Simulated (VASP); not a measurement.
# MgS (F-43m) in VASP: a series of runs

The runs below take MgS through single point, with PBE, LDA.

Program: VASP 6.6.1. These are calculated values, not measurements. Logs are shortened: lines on timing, memory, paths and dates and some standing lists are left out, and cuts for length are marked.

## (1) The cell of the first run

Symmetry: F-43m, No. 216, cubic system. The conventional cell has a = 5.662 Å, b = 5.662 Å, c = 5.662 Å, α = 90.00°, β = 90.00°, γ = 90.00°. Within 3.2 Å of Mg (site symmetry -43m) lie 4 S at 2.45 Å. S (site symmetry -43m) has 4 Mg at 2.45 Å within 3.2 Å.

## (2) Single point, PBE

INCAR

```
ALGO = Normal
EDIFF = 1E-6
ENCUT = 520
GGA = PE
ISIF = 2
ISMEAR = 0
LASPH = True
LCHARG = True
LELF = True
LREAL = False
LVHAR = True
LWAVE = False
NBANDS = 11
NELM = 60
PREC = Accurate
SIGMA = 0.01
```

KPOINTS

```
k-points
0
Gamma
  4 4 4
```

POSCAR

```
MgS
1.0
    0.0000000000      2.8308768404      2.8308768404
    2.8308768404      0.0000000000      2.8308768404
    2.8308768404      2.8308768404      0.0000000000
Mg S
1 1
Direct
    0.0000000000      0.0000000000      0.0000000000
    0.2500000000      0.2500000000      0.2500000000
```

Potentials or basis: VASP PAW PBE potentials, release 64 (Mg, S).

Command:

```bash
> cat potpaw_PBE.64/Mg/POTCAR potpaw_PBE.64/S/POTCAR > POTCAR
> mpirun -np 1 vasp_std > vasp.out
```

OUTCAR:

```text
EDIFF = 1E-6
   ENCUT = 520
   GGA = PE
   ISIF = 2
   ISMEAR = 0
   LASPH = True
   LREAL = False
   NELM = 60
   PREC = Accurate

 ion  position               nearest neighbor table
   1  0.000  0.000  0.000-   2 2.45   2 2.45   2 2.45   2 2.45
   2  0.250  0.250  0.250-   1 2.45   1 2.45   1 2.45   1 2.45

  LATTYP: Found a face centered cubic cell.
 ALAT       =     5.6617536808

  Lattice vectors:

 A1 = (   0.0000000000,   2.8308768404,   2.8308768404)
 A2 = (   2.8308768404,   0.0000000000,   2.8308768404)
 A3 = (   2.8308768404,   2.8308768404,   0.0000000000)

Analysis of symmetry for initial positions (statically):
=====================================================================
 Subroutine PRICEL returns:
 Original cell was already a primitive cell.

 Routine SETGRP: Setting up the symmetry group for a
 face centered cubic supercell.

 Subroutine GETGRP returns: Found 24 space group operations
 (whereof 24 operations were pure point group operations)
 out of a pool of 48 trial point group operations.

The static configuration has the point symmetry T_d .

Analysis of symmetry for dynamics (positions and initial velocities):
=====================================================================
 Subroutine PRICEL returns:
 Original cell was already a primitive cell.

 Routine SETGRP: Setting up the symmetry group for a
 face centered cubic supercell.

 Subroutine GETGRP returns: Found 24 space group operations
 (whereof 24 operations were pure point group operations)
 out of a pool of 48 trial point group operations.

The dynamic configuration has the point symmetry T_d .

 Subroutine INISYM returns: Found 24 space group operations
 (whereof 24 operations are pure point group operations),
 and found     1 'primitive' translations

----------------------------------------------------------------------------------------

                                     Primitive cell

  volume of cell :      45.3725

  direct lattice vectors                    reciprocal lattice vectors
     0.000000000  2.830876840  2.830876840    -0.176623721  0.176623721  0.176623721
     2.830876840  0.000000000  2.830876840     0.176623721 -0.176623721  0.176623721
     2.830876840  2.830876840  0.000000000     0.176623721  0.176623721 -0.176623721

  length of vectors
     4.003464421  4.003464421  4.003464421     0.305921258  0.305921258  0.305921258

  position of ions in fractional coordinates (direct lattice)
     0.000000000  0.000000000  0.000000000
     0.250000000  0.250000000  0.250000000

[... 68 lines left out ...]
   TEBEG  =    0.0;   TEEND  =   0.0 temperature during run
   PSTRESS=    0.0 pullay stress
   NELECT =       8.0000    total number of electrons
   NUPDOWN=      -1.0000    fix difference up-down
   EMIN   =  10.00;   EMAX   =-10.00  energy-range for DOS
   EFERMI =   0.00;   METHOD = LEGACY
   ISMEAR =     0;   SIGMA  =   0.01  broadening in eV -4-tet -1-fermi 0-gaus
   EFERMI_NEDOS =   21; number of points for ismear=-14 and -15
   IALGO  =     38    algorithm
   IMIX   =      4    mixing-type and parameters
     AMIX     =   0.40;   BMIX     =  1.00
     AMIX_MAG =   1.60;   BMIX_MAG =  1.00
  volume/ion in A,a.u.               =      22.69       153.09
  Fermi-wavevector in a.u.,A,eV,Ry     =   0.917995  1.734760 11.465842  0.842716
  Thomas-Fermi vector in A             =   2.043027
   LORBIT       =      0    0 simple, 1 ext, 2 COOP (PROOUT), +10 PAW based schemes
   GGA     = PE    functional components
   LHFCALC =     F    Hartree Fock is set to
   AEXX    =    0.0000 exact exchange contribution
   IVDW    =     0    specifies the selected vdW correction
   LEPSILON=     F    determine dielectric tensor
   LRPA    =     F    only Hartree local field effects (RPA)
 non-spin polarized calculation
 Gauss-broadening in eV      SIGMA  =   0.01
  energy-cutoff  :      520.00
  volume of cell :       45.37
 maximum number of plane-waves:      1243
 NGX is ok and might be reduce to    30
   NGX = 15   NGY = 15   NGZ = 15

 number of electron       8.0000001 magnetization

 Free energy of the ion-electron system (eV)
  ---------------------------------------------------
  ext. energy  EPLUGINS =         0.00000000
  ---------------------------------------------------
  free energy    TOTEN  =        -8.45622528 eV

  energy without entropy =       -8.45622528  energy(sigma->0) =       -8.45622528

 E-fermi :   1.1504     XC(G=0):  -8.3850

 val. band max:        1.0751997072   @ k =   0.0000   0.0000   0.0000
 cond. band min:       4.5291363412   @ k =   0.0000   0.0000   0.0000
 fundamental gap:      3.4539366340
 Fermi energy:         1.1504044476

 k-point     1 :       0.0000    0.0000    0.0000
  band No.  band energies     occupation
      1     -10.1912      2.00000
      2       1.0752      2.00000
      3       1.0752      2.00000
      4       1.0752      2.00000
      5       4.5291      0.00000
      6       9.0178      0.00000
      7       9.0178      0.00000
      8       9.0178      0.00000
      9      11.8997      0.00000
     10      11.8997      0.00000
     11      14.7920      0.00000
[... 85 lines left out ...]
 k-point     8 :      -0.2500    0.5000    0.2500
  band No.  band energies     occupation
      1      -9.2806      2.00000
      2      -1.2221      2.00000
      3      -0.7556      2.00000
      4      -0.2494      2.00000
      5       6.6052      0.00000
      6       8.9867      0.00000
      7       9.2762      0.00000
      8       9.6095      0.00000
      9      13.6978      0.00000
     10      14.8558      0.00000
     11      14.9199      0.00000

------------------------ aborting loop because EDIFF is reached ----------------------------------------

  FORCE on cell =-STRESS in cart. coord.  units (eV):
  Direction    XX          YY          ZZ          XY          YZ          ZX
  --------------------------------------------------------------------------------------
  -------------------------------------------------------------------------------------
  Total        0.2891665      0.2891665      0.2891665      0.0000000      0.0000000     -0.0000000
  in kB       10.2109381     10.2109381     10.2109381      0.0000000      0.0000000     -0.0000000
  external PRESSURE =      10.2109381 kB  Pullay stress =       0.0000000 kB

 VOLUME and BASIS-vectors are now :
 -----------------------------------------------------------------------------
  energy-cutoff  :      520.00
  volume of cell :       45.37
      direct lattice vectors                 reciprocal lattice vectors
     0.000000000  2.830876840  2.830876840    -0.176623721  0.176623721  0.176623721
     2.830876840  0.000000000  2.830876840     0.176623721 -0.176623721  0.176623721
     2.830876840  2.830876840  0.000000000     0.176623721  0.176623721 -0.176623721

 POSITION                                       TOTAL-FORCE (eV/Angst)
 -----------------------------------------------------------------------------------
      0.00000      0.00000      0.00000         0.000000      0.000000      0.000000
      1.41544      1.41544      1.41544        -0.000000     -0.000000     -0.000000
 -----------------------------------------------------------------------------------
    total drift:                                0.000000      0.000000      0.000000

  FREE ENERGIE OF THE ION-ELECTRON SYSTEM (eV)
  ---------------------------------------------------
  free  energy   TOTEN  =        -8.4562252836 eV

  energy  without entropy=       -8.4562252836  energy(sigma->0) =       -8.45622528
```

stdout:

```text
POSCAR found type information on POSCAR MgS
 POSCAR found :  2 types and       2 ions
 scaLAPACK will be used
 LDA part: xc-table for (Slater+PW92), standard interpolation
 POSCAR, INCAR and KPOINTS ok, starting setup
 FFT: planning ... GRIDC
 FFT: planning ... GRID_SOFT
 FFT: planning ... GRID
 WAVECAR not read
 entering main loop
```

Run time: 15 s. Hardware: 1 thread of AMD EPYC 7R13, shared host; peak memory 0.13 GiB.

Results:

```yaml
Free_energy: -8.4562 eV
Pressure: 1.0 GPa
Band_gap_on_the_k_mesh: 3.45 eV, direct
```

Caveat: the k points lie up to 0.48 Å⁻¹ apart. Expect the measured gap to be larger: semilocal functionals such as PBE lack the derivative discontinuity.

## (3) Single point, LDA

INCAR

```
  PREC = Accurate
  ENCUT = 520
  EDIFF = 1E-6
  ISMEAR = 0
  SIGMA = 0.01
  LREAL = F
  LASPH = T
  NELM = 80
  ALGO = Normal
  ISIF = 2
  LWAVE = F
  LCHARG = F
  NBANDS = 11
```

KPOINTS

```
regular mesh
0
Gamma
  4 4 4
```

POSCAR is that of step 2.

Potentials or basis: VASP PAW LDA potentials, release 64 (Mg, S).

Command:

```bash
> cat potpaw_LDA.64/Mg/POTCAR potpaw_LDA.64/S/POTCAR > POTCAR
> mpirun -np 1 vasp_std > vasp.out
```

OUTCAR:

```text
PREC = Accurate
   ENCUT = 520
   EDIFF = 1E-6
   ISMEAR = 0
   LREAL = F
   LASPH = T
   NELM = 80
   ISIF = 2

 ion  position               nearest neighbor table
   1  0.000  0.000  0.000-   2 2.45   2 2.45   2 2.45   2 2.45
   2  0.250  0.250  0.250-   1 2.45   1 2.45   1 2.45   1 2.45

  LATTYP: Found a face centered cubic cell.
 ALAT       =     5.6617536808

  Lattice vectors:

 A1 = (   0.0000000000,   2.8308768404,   2.8308768404)
 A2 = (   2.8308768404,   0.0000000000,   2.8308768404)
 A3 = (   2.8308768404,   2.8308768404,   0.0000000000)

Analysis of symmetry for initial positions (statically):
=====================================================================
 Subroutine PRICEL returns:
 Original cell was already a primitive cell.

 Routine SETGRP: Setting up the symmetry group for a
 face centered cubic supercell.

 Subroutine GETGRP returns: Found 24 space group operations
 (whereof 24 operations were pure point group operations)
 out of a pool of 48 trial point group operations.

The static configuration has the point symmetry T_d .

Analysis of symmetry for dynamics (positions and initial velocities):
=====================================================================
 Subroutine PRICEL returns:
 Original cell was already a primitive cell.

 Routine SETGRP: Setting up the symmetry group for a
 face centered cubic supercell.

 Subroutine GETGRP returns: Found 24 space group operations
 (whereof 24 operations were pure point group operations)
 out of a pool of 48 trial point group operations.

The dynamic configuration has the point symmetry T_d .

 Subroutine INISYM returns: Found 24 space group operations
 (whereof 24 operations are pure point group operations),
 and found     1 'primitive' translations

----------------------------------------------------------------------------------------

                                     Primitive cell

[... 99 lines left out ...]
   LHFCALC =     F    Hartree Fock is set to
   AEXX    =    0.0000 exact exchange contribution
   IVDW    =     0    specifies the selected vdW correction
   LEPSILON=     F    determine dielectric tensor
   LRPA    =     F    only Hartree local field effects (RPA)
 non-spin polarized calculation
 Gauss-broadening in eV      SIGMA  =   0.01
  energy-cutoff  :      520.00
  volume of cell :       45.37
 maximum number of plane-waves:      1243
 NGX is ok and might be reduce to    30
   NGX = 15   NGY = 15   NGZ = 15

 number of electron       8.0000001 magnetization

 Free energy of the ion-electron system (eV)
  ---------------------------------------------------
  ext. energy  EPLUGINS =         0.00000000
  ---------------------------------------------------
  free energy    TOTEN  =        -9.36296492 eV

  energy without entropy =       -9.36296492  energy(sigma->0) =       -9.36296492

 E-fermi :   0.9988     XC(G=0):  -8.7584

 val. band max:        0.9077860162   @ k =   0.0000   0.0000   0.0000
 cond. band min:       4.0944823769   @ k =   0.0000   0.0000   0.0000
 fundamental gap:      3.1866963607
 Fermi energy:         0.9988044218

 k-point     1 :       0.0000    0.0000    0.0000
  band No.  band energies     occupation
      1     -10.3300      2.00000
      2       0.9078      2.00000
      3       0.9078      2.00000
      4       0.9078      2.00000
      5       4.0945      0.00000
      6       8.6648      0.00000
      7       8.6648      0.00000
      8       8.6648      0.00000
      9      11.6412      0.00000
     10      11.6412      0.00000
     11      14.2500      0.00000
[... 85 lines left out ...]
 k-point     8 :      -0.2500    0.5000    0.2500
  band No.  band energies     occupation
      1      -9.3906      2.00000
      2      -1.4553      2.00000
      3      -0.9808      2.00000
      4      -0.4667      2.00000
      5       6.2446      0.00000
      6       8.6401      0.00000
      7       8.8983      0.00000
      8       9.2156      0.00000
      9      13.2401      0.00000
     10      14.4365      0.00000
     11      14.7027      0.00000

------------------------ aborting loop because EDIFF is reached ----------------------------------------

  FORCE on cell =-STRESS in cart. coord.  units (eV):
  Direction    XX          YY          ZZ          XY          YZ          ZX
  --------------------------------------------------------------------------------------
  -------------------------------------------------------------------------------------
  Total       -0.6537320     -0.6537320     -0.6537320      0.0000000      0.0000000     -0.0000000
  in kB      -23.0843368    -23.0843368    -23.0843368      0.0000000      0.0000000     -0.0000000
  external PRESSURE =     -23.0843368 kB  Pullay stress =       0.0000000 kB

 VOLUME and BASIS-vectors are now :
 -----------------------------------------------------------------------------
  energy-cutoff  :      520.00
  volume of cell :       45.37
      direct lattice vectors                 reciprocal lattice vectors
     0.000000000  2.830876840  2.830876840    -0.176623721  0.176623721  0.176623721
     2.830876840  0.000000000  2.830876840     0.176623721 -0.176623721  0.176623721
     2.830876840  2.830876840  0.000000000     0.176623721  0.176623721 -0.176623721

 POSITION                                       TOTAL-FORCE (eV/Angst)
 -----------------------------------------------------------------------------------
      0.00000      0.00000      0.00000        -0.000000     -0.000000     -0.000000
      1.41544      1.41544      1.41544         0.000000      0.000000      0.000000
 -----------------------------------------------------------------------------------
    total drift:                               -0.000000     -0.000000     -0.000000

  FREE ENERGIE OF THE ION-ELECTRON SYSTEM (eV)
  ---------------------------------------------------
  free  energy   TOTEN  =        -9.3629649242 eV

  energy  without entropy=       -9.3629649242  energy(sigma->0) =       -9.36296492
```

stdout:

```text
POSCAR found type information on POSCAR MgS
 POSCAR found :  2 types and       2 ions
 scaLAPACK will be used
 LDA part: xc-table for (Slater(with rela. corr.)+CA(PZ))
 , standard interpolation
 POSCAR, INCAR and KPOINTS ok, starting setup
 FFT: planning ... GRIDC
 FFT: planning ... GRID_SOFT
 FFT: planning ... GRID
 WAVECAR not read
 entering main loop
```

Run time: 11 s. Hardware: 1 thread of AMD EPYC 7R13, shared host; peak memory 0.11 GiB.

Results:

- Free energy: -9.3630 eV
- Pressure: -2.3 GPa
- Band gap on the k mesh: 3.19 eV, direct

Levels at points of the mesh, in eV from the valence-band top:
```tsv
k point	band 1	band 2	band 3	band 4	band 5	band 6	band 7	band 8
(0.00, 0.00, 0.00)	-11.24	0.00	0.00	0.00	3.19	7.76	7.76	7.76
(0.50, 0.00, 0.00)	-10.53	-3.22	-0.33	-0.33	4.86	7.45	7.45	8.36
(0.50, 0.50, 0.00)	-10.31	-2.89	-1.06	-1.06	3.65	5.42	10.88	12.00
```

Caveat: the k points lie up to 0.48 Å⁻¹ apart. A k mesh can miss the band edges.

## (4) Single point, PBE

INCAR

```
SYSTEM = MgS
  ALGO = Normal
  EDIFF = 1E-6
  ENCUT = 520
  GGA = PE
  ISIF = 2
  ISMEAR = 0
  LASPH = .TRUE.
  LCHARG = .FALSE.
  LREAL = .FALSE.
  LWAVE = .FALSE.
  NBANDS = 11
  NELM = 60
  PREC = Accurate
  SIGMA = 0.01
```

KPOINTS

```
k-points
0
G
  4 4 4
  0 0 0
```

POSCAR is that of step 3.

Potentials or basis: VASP PAW PBE potentials, release 64 (Mg, S).

Command:

```bash
> cat potpaw_PBE.64/Mg/POTCAR potpaw_PBE.64/S/POTCAR > POTCAR
> mpirun -np 1 vasp_std > vasp.out
```

Run time: 13 s. Hardware: 1 thread of AMD EPYC 7R13, shared host; peak memory 0.13 GiB.

The run converged. Its results:

```yaml
Free_energy: -8.4562 eV
Pressure: 1.0 GPa
Band_gap_on_the_k_mesh: 3.45 eV, direct
```

Levels at points of the mesh, in eV from the valence-band top:
| k point | band 1 | band 2 | band 3 | band 4 | band 5 | band 6 | band 7 | band 8 |
| --- | --- | --- | --- | --- | --- | --- | --- | --- |
| (0.00, 0.00, 0.00) | -11.27 | 0.00 | 0.00 | 0.00 | 3.45 | 7.94 | 7.94 | 7.94 |
| (0.50, 0.00, 0.00) | -10.58 | -3.13 | -0.33 | -0.33 | 5.11 | 7.63 | 7.63 | 8.60 |
| (0.50, 0.50, 0.00) | -10.36 | -2.81 | -1.03 | -1.03 | 3.88 | 5.64 | 11.16 | 12.29 |

Caveat: the k points lie up to 0.48 Å⁻¹ apart. A k mesh can miss the band edges.
